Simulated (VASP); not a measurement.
Here is a VASP 6.6.1 calculation.

INCAR

```
SYSTEM = CoSi2
PREC = Accurate
ENCUT = 520
EDIFF = 1E-7
ISMEAR = -1
SIGMA = 0.08
LREAL = .False.
LASPH = .True.
NELM = 60
ALGO = Normal
ISIF = 2
LWAVE = .False.
LCHARG = .False.
GGA = PE
NBANDS = 16
```

File KPOINTS:

```
regular mesh
0
Gamma
  10 10 8
  0 0 0
```

File POSCAR:

```
CoSi2
1.0
    4.0661802319      0.0000000000      0.0000000000
   -2.0330901160      3.5214153772      0.0000000000
    0.0000000000      0.0000000000      2.4704280858
Co Si
1 2
Direct
    0.0000000000      0.0000000000      0.0000000000
    0.3333333333      0.6666666667      0.5000000000
    0.6666666667      0.3333333333      0.5000000000
```

Potentials or basis: VASP PAW PBE potentials, release 64 (Co, Si).

Run with:

```bash
$ cat potpaw_PBE.64/Co/POTCAR potpaw_PBE.64/Si/POTCAR > POTCAR
$ mpirun -np 1 vasp_std > vasp.out
```

(1) Predict the pressure.

Answers

(1) 10.3 GPa.
